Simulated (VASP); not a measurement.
# ZrTi3N4 (P4/mmm) in VASP: notebook

Runs on ZrTi3N4. Level: PBE. Tasks: single point.

All numbers are computed with VASP 6.6.1; they aren't measurements. Logs are shortened: lines on timing, memory, paths and dates and some standing lists are left out, and cuts for length are marked.

**1. The cell of the first run**

Symmetry: P4/mmm, No. 123, tetragonal system. Conventional cell: a = 3.085 Å, b = 3.085 Å, c = 8.689 Å, α = 90.00°, β = 90.00°, γ = 90.00°. Within 2.9 Å of Zr (site symmetry 4/mmm) lie 6 N at 2.18 to 2.24 Å. Within 2.8 Å of Ti (site symmetry 4/mmm) lie 6 N at 2.10 to 2.18 Å. Within 2.7 Å of Ti (site symmetry 4mm) lie 6 N at 2.06 to 2.28 Å. Within 2.8 Å of N (site symmetry 4mm) lie 5 Ti at 2.10 to 2.18 Å and 1 Zr at 2.24 Å. Within 2.7 Å of N (site symmetry 4/mmm) lie 6 Ti at 2.06 to 2.18 Å. Within 2.9 Å of N (site symmetry 4/mmm) lie 4 Zr at 2.18 Å and 2 Ti at 2.28 Å.

**2. Single point, PBE**

INCAR

```
PREC = Accurate
ENCUT = 520
EDIFF = 1E-6
ISMEAR = 0
SIGMA = 0.1
LREAL = F
LASPH = T
NELM = 100
ALGO = Normal
ISIF = 2
LWAVE = F
LCHARG = F
GGA = PE
NBANDS = 44
```

KPOINTS

```
regular mesh
0
Gamma
  12 12 6
```

POSCAR

```
ZrTi3N4
1.0
    3.0846905084      0.0000000000      0.0000000000
    0.0000000000      3.0846905084      0.0000000000
    0.0000000000      0.0000000000      8.6891486738
Zr Ti N
1 3 4
Direct
    0.0000000000      0.0000000000      0.0000000000
    0.0000000000      0.0000000000      0.5000000000
    0.5000000000      0.5000000000      0.2625926159
    0.5000000000      0.5000000000      0.7374073841
    0.0000000000      0.0000000000      0.7417016672
    0.5000000000      0.5000000000      0.5000000000
    0.0000000000      0.0000000000      0.2582983328
    0.5000000000      0.5000000000      0.0000000000
```

Potentials or basis: VASP PAW PBE potentials, release 64 (Zr_sv, Ti_sv, N).

Started as:

```console
cat potpaw_PBE.64/Zr_sv/POTCAR potpaw_PBE.64/Ti_sv/POTCAR potpaw_PBE.64/N/POTCAR > POTCAR
mpirun -np 1 vasp_std > vasp.out
```

OUTCAR:

```text
PREC = Accurate
   ENCUT = 520
   EDIFF = 1E-6
   ISMEAR = 0
   LREAL = F
   LASPH = T
   NELM = 100
   ISIF = 2
   GGA = PE

 ion  position               nearest neighbor table
   1  0.000  0.000  0.000-   8 2.18   8 2.18   8 2.18   8 2.18   5 2.24   7 2.24   4 3.16   4 3.16
                             3 3.16   4 3.16   3 3.16   3 3.16   4 3.16   3 3.16
   2  0.000  0.000  0.500-   5 2.10   7 2.10   6 2.18   6 2.18   6 2.18   6 2.18
   3  0.500  0.500  0.263-   6 2.06   7 2.18   7 2.18   7 2.18   7 2.18   8 2.28   1 3.16   1 3.16
                             1 3.16   1 3.16
   4  0.500  0.500  0.737-   6 2.06   5 2.18   5 2.18   5 2.18   5 2.18   8 2.28   1 3.16   1 3.16
                             1 3.16   1 3.16
   5  0.000  0.000  0.742-   2 2.10   4 2.18   4 2.18   4 2.18   4 2.18   1 2.24
   6  0.500  0.500  0.500-   3 2.06   4 2.06   2 2.18   2 2.18   2 2.18   2 2.18
   7  0.000  0.000  0.258-   2 2.10   3 2.18   3 2.18   3 2.18   3 2.18   1 2.24
   8  0.500  0.500  0.000-   1 2.18   1 2.18   1 2.18   1 2.18   4 2.28   3 2.28

  LATTYP: Found a simple tetragonal cell.
 ALAT       =     3.0846905084
 C/A-ratio  =     2.8168623887

  Lattice vectors:

 A1 = (   3.0846905084,   0.0000000000,   0.0000000000)
 A2 = (   0.0000000000,   3.0846905084,   0.0000000000)
 A3 = (   0.0000000000,   0.0000000000,   8.6891486738)

Analysis of symmetry for initial positions (statically):
=====================================================================
 Subroutine PRICEL returns:
 Original cell was already a primitive cell.

 Routine SETGRP: Setting up the symmetry group for a
 simple tetragonal supercell.

 Subroutine GETGRP returns: Found 16 space group operations
 (whereof 16 operations were pure point group operations)
 out of a pool of 16 trial point group operations.

The static configuration has the point symmetry D_4h.

Analysis of symmetry for dynamics (positions and initial velocities):
=====================================================================
 Subroutine PRICEL returns:
 Original cell was already a primitive cell.

 Routine SETGRP: Setting up the symmetry group for a
 simple tetragonal supercell.

 Subroutine GETGRP returns: Found 16 space group operations
 (whereof 16 operations were pure point group operations)
 out of a pool of 16 trial point group operations.

The dynamic configuration has the point symmetry D_4h.

 Subroutine INISYM returns: Found 16 space group operations
 (whereof 16 operations are pure point group operations),
 and found     1 'primitive' translations

----------------------------------------------------------------------------------------

[... 109 lines left out ...]
   NFREE  =      0    steps in history (QN), initial steepest desc. (CG)
   ISIF   =      2    stress and relaxation
   ISYM   =      2    0-nonsym 1-usesym 2-fastsym
   POTIM  = 0.5000    time-step for ionic-motion
   TEBEG  =    0.0;   TEEND  =   0.0 temperature during run
   PSTRESS=    0.0 pullay stress
   NELECT =      68.0000    total number of electrons
   NUPDOWN=      -1.0000    fix difference up-down
   EMIN   =  10.00;   EMAX   =-10.00  energy-range for DOS
   EFERMI =   0.00;   METHOD = LEGACY
   ISMEAR =     0;   SIGMA  =   0.10  broadening in eV -4-tet -1-fermi 0-gaus
   EFERMI_NEDOS =   21; number of points for ismear=-14 and -15
   IALGO  =     38    algorithm
   IMIX   =      4    mixing-type and parameters
     AMIX     =   0.40;   BMIX     =  1.00
     AMIX_MAG =   1.60;   BMIX_MAG =  1.00
  volume/ion in A,a.u.               =      10.33        69.74
  Fermi-wavevector in a.u.,A,eV,Ry     =   1.533832  2.898521 32.009599  2.352639
  Thomas-Fermi vector in A             =   2.640844
   LORBIT       =      0    0 simple, 1 ext, 2 COOP (PROOUT), +10 PAW based schemes
   GGA     = PE    functional components
   LHFCALC =     F    Hartree Fock is set to
   AEXX    =    0.0000 exact exchange contribution
   IVDW    =     0    specifies the selected vdW correction
   LEPSILON=     F    determine dielectric tensor
   LRPA    =     F    only Hartree local field effects (RPA)
 non-spin polarized calculation
 Gauss-broadening in eV      SIGMA  =   0.10
  energy-cutoff  :      520.00
  volume of cell :       82.68
 maximum number of plane-waves:      2248
 NGX is ok and might be reduce to    24
   NGX = 11   NGY = 11   NGZ = 33

 number of electron      68.0000015 magnetization

 Free energy of the ion-electron system (eV)
  ---------------------------------------------------
  ext. energy  EPLUGINS =         0.00000000
  ---------------------------------------------------
  free energy    TOTEN  =       -78.87322549 eV

  energy without entropy =      -78.85703113  energy(sigma->0) =      -78.86512831

 E-fermi :  11.3379     XC(G=0): -12.7675

 val. band max:       11.3313764492   @ k =   0.0833   0.0833   0.1667
 cond. band min:      11.3387723147   @ k =   0.0833   0.0833   0.1667
 fundamental gap:      0.0073958655
 Fermi energy:        11.3378699166

 k-point     1 :       0.0000    0.0000    0.0000
  band No.  band energies     occupation
      1     -46.5578      2.00000
      2     -46.5311      2.00000
      3     -46.4585      2.00000
      4     -37.8461      2.00000
      5     -22.9634      2.00000
      6     -22.8415      2.00000
[... 1117 lines left out ...]
     43      14.0191      0.00000
     44      14.0650      0.00000

 [... further k-points ...]
[... 5 lines left out ...]
  --------------------------------------------------------------------------------------
  -------------------------------------------------------------------------------------
  Total        0.2098449      0.2098449      0.2343648      0.0000000     -0.0000000      0.0000000
  in kB        4.0663854      4.0663854      4.5415330      0.0000000     -0.0000000      0.0000000
  external PRESSURE =       4.2247679 kB  Pullay stress =       0.0000000 kB

 VOLUME and BASIS-vectors are now :
 -----------------------------------------------------------------------------
  energy-cutoff  :      520.00
  volume of cell :       82.68
      direct lattice vectors                 reciprocal lattice vectors
     3.084690508  0.000000000  0.000000000     0.324181631  0.000000000  0.000000000
     0.000000000  3.084690508  0.000000000     0.000000000  0.324181631  0.000000000
     0.000000000  0.000000000  8.689148674     0.000000000  0.000000000  0.115086073

 POSITION                                       TOTAL-FORCE (eV/Angst)
 -----------------------------------------------------------------------------------
      0.00000      0.00000      0.00000         0.000000      0.000000      0.000000
      0.00000      0.00000      4.34457         0.000000      0.000000      0.000000
      1.54235      1.54235      2.28171         0.000000     -0.000000     -0.008372
      1.54235      1.54235      6.40744         0.000000      0.000000      0.008372
      0.00000      0.00000      6.44476         0.000000      0.000000      0.011870
      1.54235      1.54235      4.34457         0.000000      0.000000      0.000000
      0.00000      0.00000      2.24439        -0.000000     -0.000000     -0.011870
      1.54235      1.54235      0.00000         0.000000      0.000000      0.000000
 -----------------------------------------------------------------------------------
    total drift:                                0.000000     -0.000000      0.000000

  FREE ENERGIE OF THE ION-ELECTRON SYSTEM (eV)
  ---------------------------------------------------
  free  energy   TOTEN  =       -78.8732254900 eV

  energy  without entropy=      -78.8570311297  energy(sigma->0) =      -78.86512831
```

OSZICAR:

```text
N       E                     dE             d eps       ncg     rms          rms(c)
DAV:   1     0.979974688931E+03    0.97997E+03   -0.33786E+04  9856   0.188E+03
DAV:   2     0.687948572650E+02   -0.91118E+03   -0.87679E+03  9908   0.575E+02
DAV:   3    -0.860024171428E+02   -0.15480E+03   -0.15045E+03 14384   0.207E+02
DAV:   4    -0.976661415534E+02   -0.11664E+02   -0.11580E+02 14016   0.569E+01
DAV:   5    -0.983200173732E+02   -0.65388E+00   -0.65344E+00 16124   0.122E+01    0.408E+01
DAV:   6    -0.804767448470E+02    0.17843E+02   -0.15416E+02 13864   0.713E+01    0.172E+01
DAV:   7    -0.793515335545E+02    0.11252E+01   -0.36537E+01 14132   0.359E+01    0.116E+01
DAV:   8    -0.790131732313E+02    0.33836E+00   -0.72285E+00 15152   0.145E+01    0.607E+00
DAV:   9    -0.791434611868E+02   -0.13029E+00   -0.55827E+00 14952   0.125E+01    0.422E+00
DAV:  10    -0.788662185142E+02    0.27724E+00   -0.12886E+00 14296   0.665E+00    0.110E+00
DAV:  11    -0.788740330642E+02   -0.78145E-02   -0.11897E-01 14812   0.236E+00    0.623E-01
DAV:  12    -0.788735473324E+02    0.48573E-03   -0.11294E-02 13464   0.842E-01    0.251E-01
DAV:  13    -0.788732006611E+02    0.34667E-03   -0.25148E-03 15988   0.436E-01    0.603E-02
DAV:  14    -0.788732232646E+02   -0.22604E-04   -0.37589E-04 14780   0.118E-01    0.201E-02
DAV:  15    -0.788732249789E+02   -0.17143E-05   -0.35056E-05 14456   0.348E-02    0.123E-02
DAV:  16    -0.788732254900E+02   -0.51104E-06   -0.55580E-06 11752   0.141E-02
   1 F= -.78873225E+02 E0= -.78865128E+02  d E =-.161944E-01
```

Run time: 7.7 min. Hardware: 1 thread of Intel Xeon Platinum 8488C (Sapphire Rapids), shared host; peak memory 0.43 GiB.

What came out:

- Free energy: -78.8732 eV
- Pressure: 0.4 GPa
- Largest force: 0.012 eV/Å
- Band gap on the k mesh: zero (bands 34 and 35 overlap by 3.02 eV)

Forces on the atoms (eV/Å):
```
Zr   0.000  0.000  0.000
Ti   0.000  0.000  0.000
Ti   0.000  0.000 -0.008
Ti   0.000  0.000  0.008
N    0.000  0.000  0.012
N    0.000  0.000  0.000
N    0.000  0.000 -0.012
N    0.000  0.000  0.000
```

(Continued in part 2 of 2.)
